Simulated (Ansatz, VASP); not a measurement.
Two plane-wave programs on Ru

```
Ru
1.0
     4.22276    0.00000    0.00000
    -2.11138   -3.65702    0.00000
     0.00000    0.00000   -5.29947
Ru
6
Direct
  0.33333 0.66667 0.25000
  0.33333 0.66667 0.75000
  0.66667 0.33333 0.25000
  0.66667 0.33333 0.75000
  0.00000 0.00000 0.50000
  0.00000 0.00000 0.00000
```

Alike in both runs: functional PBEsol; k mesh 12 × 12 × 6; occupations gaussian, width 0.1 eV; no spin polarisation.

Ansatz relaxed the structure, and its values are those at the end. VASP's run is a single point on that final structure, the one shown.

|  | VASP | Ansatz |
| --- | --- | --- |
| version | VASP 6.6.1 | Ansatz 0.2.0 |
| potentials or method | VASP PAW PBE potentials, release 64 (Ru_pv), cutoff 520 eV | scalar-relativistic, plane waves, PAW |
| valence electrons in the cell | 84 | 96 |

```csv
,VASP,Ansatz,Ansatz less VASP
gap on the k mesh at the Fermi level (eV),none,none,-
pressure (GPa),0.0,0.0,-0.03
```

VASP's potentials were made for PBE, not for PBEsol. A gap of «none» marks a metal or a gap that the smearing closes. VASP's potentials hold 84 valence electrons a cell and Ansatz's 96, so a difference there can come from the potentials and not from the codes.
